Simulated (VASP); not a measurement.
Set up this calculation in VASP 6.6.1, as the native input.

* Task: single point
* Functional: PBE
* Potentials or basis: VASP PAW PBE potentials, release 64 (K_sv, Br)
* Cutoff: 500 eV
* k mesh: 2 × 2 × 2
* Occupations: gaussian, width 0.01 eV
* Spin: no spin polarisation
* Dipole correction: no
* Further INCAR settings: ALGO = Normal; EDIFF = 1e-06; NBANDS = 15

The structure of KBr lies in POSCAR:

```
KBr
1.0
    3.9763217797      0.0000000000      0.0000000000
    0.0000000000      3.9763217797      0.0000000000
    0.0000000000      0.0000000000      3.9763217797
K Br
1 1
Direct
    0.0000000000      0.0000000000      0.0000000000
    0.5000000000      0.5000000000      0.5000000000
```

These files were run (other wordings do the same):

INCAR

```
SYSTEM = KBr
  PREC = Accurate
  ENCUT = 500
  EDIFF = 1E-6
  ISMEAR = 0
  SIGMA = 0.01
  LREAL = .FALSE.
  LASPH = .TRUE.
  NELM = 120
  ALGO = Normal
  ISIF = 2
  LWAVE = .FALSE.
  LCHARG = .TRUE.
  GGA = PE
  LELF = .TRUE.
  LVHAR = .TRUE.
  NBANDS = 15
  GGA_COMPAT = .FALSE.
```

KPOINTS

```
Automatic mesh
0
G
  2 2 2
  0 0 0
```

Potentials or basis: VASP PAW PBE potentials, release 64 (K_sv, Br).

Launch:

```console
$ cat potpaw_PBE.64/K_sv/POTCAR potpaw_PBE.64/Br/POTCAR > POTCAR
$ mpirun -np 1 vasp_std > vasp.out
```

Results of the run:

```yaml
Pressure: 2.5 GPa
Band_gap_on_the_k_mesh: 3.91 eV, indirect (least direct gap 4.20 eV)
```

Caveat: the k points lie up to 0.79 Å⁻¹ apart.

Run time: 7.9 s on 1 thread of Intel(R) Xeon(R) Platinum 8259CL CPU @ 2.50GHz (Skylake/Cascade Lake), on a shared host, peak memory 0.16 GiB.
